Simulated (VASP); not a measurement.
# GeS (Pnma) in VASP: a series of runs

Runs on GeS. Level: PBE. Tasks: single point.

All numbers are computed with VASP 6.6.1; they aren't measurements. Logs are shortened: lines on timing, memory, paths and dates and some standing lists are left out, and cuts for length are marked.

## Step 1: The cell of the first run

It takes space group Pnma (No. 62, orthorhombic). The conventional cell has a = 10.511 Å, b = 3.668 Å, c = 4.450 Å, α = 90.00°, β = 90.00°, γ = 90.00°. Ge (site symmetry m) has 3 S at 2.40 to 2.46 Å within 3.2 Å. S (site symmetry m) has 3 Ge at 2.40 to 2.46 Å within 3.2 Å.

## Step 2: Single point, PBE (strain -0.0250 x Voigt [1, 0, 0, 0, 0, 0])

INCAR reads:

```
PREC = Accurate
ENCUT = 500
EDIFF = 1E-6
ISMEAR = 0
SIGMA = 0.05
LREAL = False
LASPH = True
NELM = 120
ALGO = Normal
ISIF = 2
LWAVE = False
LCHARG = False
GGA = PE
NBANDS = 50
GGA_COMPAT = False
```

KPOINTS reads:

```
regular mesh
0
Gamma
  4 8 6
```

POSCAR reads:

```
GeS
1.0
   10.5109987457      0.0000000000      0.0000000000
    0.0000000000      3.6678294942      0.0000000000
    0.0000000000      0.0000000000      4.4504162674
Ge S
4 4
Direct
    0.1259048197      0.2500000000      0.1349203576
    0.8740951803      0.7500000000      0.8650796424
    0.3740951803      0.7500000000      0.6349203576
    0.6259048197      0.2500000000      0.3650796424
    0.8471176922      0.2500000000      0.5025596800
    0.1528823078      0.7500000000      0.4974403200
    0.6528823078      0.7500000000      0.0025596800
    0.3471176922      0.2500000000      0.9974403200
```

Potentials or basis: VASP PAW PBE potentials, release 64 (Ge_d, S).

Launch:

```
$ cat potpaw_PBE.64/Ge_d/POTCAR potpaw_PBE.64/S/POTCAR > POTCAR
$ mpirun -np 1 vasp_std > vasp.out
```

OUTCAR:

```text
PREC = Accurate
   ENCUT = 500
   EDIFF = 1E-6
   ISMEAR = 0
   LREAL = False
   LASPH = True
   NELM = 120
   ISIF = 2
   GGA = PE

 ion  position               nearest neighbor table
   1  0.126  0.250  0.135-   8 2.40   6 2.46   6 2.46
   2  0.874  0.750  0.865-   7 2.40   5 2.46   5 2.46
   3  0.374  0.750  0.635-   6 2.40   8 2.46   8 2.46
   4  0.626  0.250  0.365-   5 2.40   7 2.46   7 2.46
   5  0.847  0.250  0.503-   4 2.40   2 2.46   2 2.46
   6  0.153  0.750  0.497-   3 2.40   1 2.46   1 2.46
   7  0.653  0.750  0.003-   2 2.40   4 2.46   4 2.46
   8  0.347  0.250  0.997-   1 2.40   3 2.46   3 2.46

  LATTYP: Found a simple orthorhombic cell.
 ALAT       =     3.6678294942
 B/A-ratio  =     1.2133650908
 C/A-ratio  =     2.8657271998

  Lattice vectors:

 A1 = (   0.0000000000,   3.6678294942,   0.0000000000)
 A2 = (   0.0000000000,   0.0000000000,   4.4504162674)
 A3 = (  10.5109987457,   0.0000000000,   0.0000000000)

Analysis of symmetry for initial positions (statically):
=====================================================================
 Subroutine PRICEL returns:
 Original cell was already a primitive cell.

 Routine SETGRP: Setting up the symmetry group for a
 simple orthorhombic supercell.

 Subroutine GETGRP returns: Found  8 space group operations
 (whereof  2 operations were pure point group operations)
 out of a pool of  8 trial point group operations.

The static configuration has the point symmetry S_2 .
 The point group associated with its full space group is D_2h.

Analysis of symmetry for dynamics (positions and initial velocities):
=====================================================================
 Subroutine PRICEL returns:
 Original cell was already a primitive cell.

 Routine SETGRP: Setting up the symmetry group for a
 simple orthorhombic supercell.

 Subroutine GETGRP returns: Found  8 space group operations
 (whereof  2 operations were pure point group operations)
 out of a pool of  8 trial point group operations.

The dynamic configuration has the point symmetry S_2 .
 The point group associated with its full space group is D_2h.

 Subroutine INISYM returns: Found  8 space group operations
 (whereof  2 operations are pure point group operations),
 and found     1 'primitive' translations

----------------------------------------------------------------------------------------

                                     Primitive cell

  volume of cell :     171.5749

  direct lattice vectors                    reciprocal lattice vectors
    10.510998746  0.000000000  0.000000000     0.095138438  0.000000000  0.000000000
     0.000000000  3.667829494  0.000000000     0.000000000  0.272640809  0.000000000
     0.000000000  0.000000000  4.450416267     0.000000000  0.000000000  0.224698082

  length of vectors
    10.510998746  3.667829494  4.450416267     0.095138438  0.272640809  0.224698082

  position of ions in fractional coordinates (direct lattice)
     0.125904820  0.250000000  0.134920358
     0.874095180  0.750000000  0.865079642
     0.374095180  0.750000000  0.634920358
     0.625904820  0.250000000  0.365079642
     0.847117692  0.250000000  0.502559680
     0.152882308  0.750000000  0.497440320
     0.652882308  0.750000000  0.002559680
     0.347117692  0.250000000  0.997440320

  ion indices of the primitive-cell ions
   primitive index   ion index
                 1           1
                 2           2
                 3           3
                 4           4
                 5           5
                 6           6
                 7           7
                 8           8

----------------------------------------------------------------------------------------

 KPOINTS: regular mesh

Automatic generation of k-mesh.
 Grid dimensions read from file:
 generate k-points for:    4    8    6

 Generating k-lattice:

  Cartesian coordinates                     Fractional coordinates (reciprocal lattice)
     0.023784609  0.000000000  0.000000000     0.250000000  0.000000000  0.000000000
     0.000000000  0.034080101  0.000000000     0.000000000  0.125000000  0.000000000
     0.000000000  0.000000000  0.037449680     0.000000000  0.000000000  0.166666667

  Length of vectors
     0.023784609  0.034080101  0.037449680

  Shift w.r.t. Gamma in fractional coordinates (k-lattice)
     0.000000000  0.000000000  0.000000000

 Subroutine IBZKPT returns following result:
 ===========================================

 Found     60 irreducible k-points:

 Following reciprocal coordinates:
            Coordinates               Weight
  0.000000  0.000000  0.000000      1.000000
  0.250000  0.000000  0.000000      2.000000
  0.500000  0.000000  0.000000      1.000000
  0.000000  0.125000  0.000000      2.000000
  0.250000  0.125000  0.000000      4.000000
  0.500000  0.125000  0.000000      2.000000
[... 16 lines left out ...]
  0.250000  0.250000  0.166667      8.000000
  0.500000  0.250000  0.166667      4.000000
 [... further k-points ...]
   k-points           NKPTS =     60   k-points in BZ     NKDIM =     60   number of bands    NBANDS=     50
   number of dos      NEDOS =    301   number of ions     NIONS =      8
   total plane-waves  NPLWV =  71680
   dimension x,y,z NGX =    80 NGY =   28 NGZ =   32
   dimension x,y,z NGXF=   160 NGYF=   56 NGZF=   64
   ions per type =               4   4
   NGX,Y,Z   is equivalent  to a cutoff of  12.65, 12.69, 11.95 a.u.
   NGXF,Y,Z  is equivalent  to a cutoff of  25.31, 25.38, 23.91 a.u.
 SYSTEM =  unknown system
   PREC   = accura    normal or accurate (medium, high low for compatibility)
   ISTART =      0    job   : 0-new  1-cont  2-samecut
   ICHARG =      2    charge: 1-file 2-atom 10-const
   ISPIN  =      1    spin polarized calculation?
   LNONCOLLINEAR =      F non collinear calculations
   LSORBIT =      F    spin-orbit coupling
   LASPH  =      T    aspherical Exc in radial PAW
   ENCUT  =  500.0 eV  36.75 Ry    6.06 a.u.  19.16  6.69  8.11*2*pi/ulx,y,z
   NELM   =    120;   NELMIN=  2; NELMDL= -5     # of ELM steps
   EDIFF  = 0.1E-05   stopping-criterion for ELM
   LREAL  =      F    real-space projection
   EDIFFG = 0.1E-04   stopping-criterion for IOM
   NSW    =      0    number of steps for IOM
   IBRION =     -1    ionic relax: 0-MD 1-quasi-New 2-CG
   NFREE  =      0    steps in history (QN), initial steepest desc. (CG)
   ISIF   =      2    stress and relaxation
   ISYM   =      2    0-nonsym 1-usesym 2-fastsym
   POTIM  = 0.5000    time-step for ionic-motion
   TEBEG  =    0.0;   TEEND  =   0.0 temperature during run
   PSTRESS=    0.0 pullay stress
   NELECT =      80.0000    total number of electrons
   NUPDOWN=      -1.0000    fix difference up-down
   EMIN   =  10.00;   EMAX   =-10.00  energy-range for DOS
   EFERMI =   0.00;   METHOD = LEGACY
   ISMEAR =     0;   SIGMA  =   0.05  broadening in eV -4-tet -1-fermi 0-gaus
   EFERMI_NEDOS =   21; number of points for ismear=-14 and -15
   IALGO  =     38    algorithm
   IMIX   =      4    mixing-type and parameters
     AMIX     =   0.40;   BMIX     =  1.00
     AMIX_MAG =   1.60;   BMIX_MAG =  1.00
  volume/ion in A,a.u.               =      21.45       144.73
  Fermi-wavevector in a.u.,A,eV,Ry     =   1.269464  2.398938 21.926302  1.611538
  Thomas-Fermi vector in A             =   2.402503
   LORBIT       =      0    0 simple, 1 ext, 2 COOP (PROOUT), +10 PAW based schemes
   GGA     = PE    functional components
   LHFCALC =     F    Hartree Fock is set to
   AEXX    =    0.0000 exact exchange contribution
   IVDW    =     0    specifies the selected vdW correction
   LEPSILON=     F    determine dielectric tensor
   LRPA    =     F    only Hartree local field effects (RPA)
 non-spin polarized calculation
 Gauss-broadening in eV      SIGMA  =   0.05
  energy-cutoff  :      500.00
  volume of cell :      171.57
 maximum number of plane-waves:      4398
 NGX is ok and might be reduce to    80
   NGX = 39   NGY = 13   NGZ = 17

 number of electron      80.0000033 magnetization

 Free energy of the ion-electron system (eV)
  ---------------------------------------------------
  ext. energy  EPLUGINS =         0.00000000
  ---------------------------------------------------
  free energy    TOTEN  =       -36.60758221 eV

  energy without entropy =      -36.60758221  energy(sigma->0) =      -36.60758221

 E-fermi :   4.8339     XC(G=0):  -9.8756

 val. band max:        4.5516416522   @ k =   0.0000   0.0000   0.0000
 cond. band min:       5.8488647755   @ k =   0.0000   0.3750   0.0000
 fundamental gap:      1.2972231233
 Fermi energy:         4.8338741795

 k-point     1 :       0.0000    0.0000    0.0000
  band No.  band energies     occupation
      1     -19.8339      2.00000
      2     -19.8319      2.00000
      3     -19.8271      2.00000
      4     -19.8268      2.00000
      5     -19.8258      2.00000
      6     -19.8258      2.00000
[... 42 lines left out ...]
     49      10.0329      0.00000
     50      10.7267      0.00000

 k-point     2 :       0.2500    0.0000    0.0000
  band No.  band energies     occupation
      1     -19.8336      2.00000
      2     -19.8322      2.00000
      3     -19.8269      2.00000
      4     -19.8267      2.00000
      5     -19.8260      2.00000
      6     -19.8260      2.00000
[... 42 lines left out ...]
     49      10.2003      0.00000
     50      10.3152      0.00000

 k-point     3 :       0.5000    0.0000    0.0000
  band No.  band energies     occupation
      1     -19.8330      2.00000
      2     -19.8330      2.00000
      3     -19.8264      2.00000
      4     -19.8264      2.00000
      5     -19.8264      2.00000
      6     -19.8264      2.00000
[... 1102 lines left out ...]
     49       9.1275      0.00000
     50       9.7209      0.00000

 k-point    24 :       0.5000    0.2500    0.1667
  band No.  band energies     occupation
      1     -19.8310      2.00000
      2     -19.8310      2.00000
      3     -19.8299      2.00000
      4     -19.8299      2.00000
      5     -19.8230      2.00000
      6     -19.8230      2.00000
[... 42 lines left out ...]
     49       9.4185      0.00000
     50       9.4187      0.00000

 [... further k-points ...]

------------------------ aborting loop because EDIFF is reached ----------------------------------------

  FORCE on cell =-STRESS in cart. coord.  units (eV):
  Direction    XX          YY          ZZ          XY          YZ          ZX
  --------------------------------------------------------------------------------------
  -------------------------------------------------------------------------------------
  Total        3.3162612      0.6447579      0.7078998      0.0000000      0.0000000      0.0000000
  in kB       30.9674577      6.0207899      6.6104138      0.0000000      0.0000000      0.0000000
  external PRESSURE =      14.5328871 kB  Pullay stress =       0.0000000 kB

 VOLUME and BASIS-vectors are now :
 -----------------------------------------------------------------------------
  energy-cutoff  :      500.00
  volume of cell :      171.57
      direct lattice vectors                 reciprocal lattice vectors
    10.510998746  0.000000000  0.000000000     0.095138438  0.000000000  0.000000000
     0.000000000  3.667829494  0.000000000     0.000000000  0.272640809  0.000000000
     0.000000000  0.000000000  4.450416267     0.000000000  0.000000000  0.224698082

 POSITION                                       TOTAL-FORCE (eV/Angst)
 -----------------------------------------------------------------------------------
      1.32339      0.91696      0.60045        -0.276158     -0.000000     -0.021199
      9.18761      2.75087      3.84996         0.276158     -0.000000      0.021199
      3.93211      2.75087      2.82566         0.276158      0.000000     -0.021199
      6.57888      0.91696      1.62476        -0.276158     -0.000000      0.021199
      8.90405      0.91696      2.23660         0.246340      0.000000      0.004126
      1.60695      2.75087      2.21382        -0.246340     -0.000000     -0.004126
      6.86245      2.75087      0.01139        -0.246340     -0.000000      0.004126
      3.64855      0.91696      4.43902         0.246340      0.000000     -0.004126
 -----------------------------------------------------------------------------------
    total drift:                                0.000000      0.000000      0.000000

  FREE ENERGIE OF THE ION-ELECTRON SYSTEM (eV)
  ---------------------------------------------------
  free  energy   TOTEN  =       -36.6075822082 eV

  energy  without entropy=      -36.6075822082  energy(sigma->0) =      -36.60758221
```

It took 6.2 min on 1 thread of Intel Xeon Platinum 8375C at 2.90GHz (Ice Lake), shared host; peak memory 0.48 GiB.

Results:

```
Free energy            : -36.6076 eV
Pressure               : 1.5 GPa
Largest force          : 0.277 eV/Å
Band gap on the k mesh : 1.30 eV (least direct gap 1.45 eV)
```

Forces on the atoms (eV/Å):
```
Ge  -0.276  0.000 -0.021
Ge   0.276  0.000  0.021
Ge   0.276  0.000 -0.021
Ge  -0.276  0.000  0.021
S    0.246  0.000  0.004
S   -0.246  0.000 -0.004
S   -0.246  0.000  0.004
S    0.246  0.000 -0.004
```

Caveat: the cell differs from its parent crystal (strain -0.0250 x Voigt [1, 0, 0, 0, 0, 0]).

(Continued in part 2 of 2.)
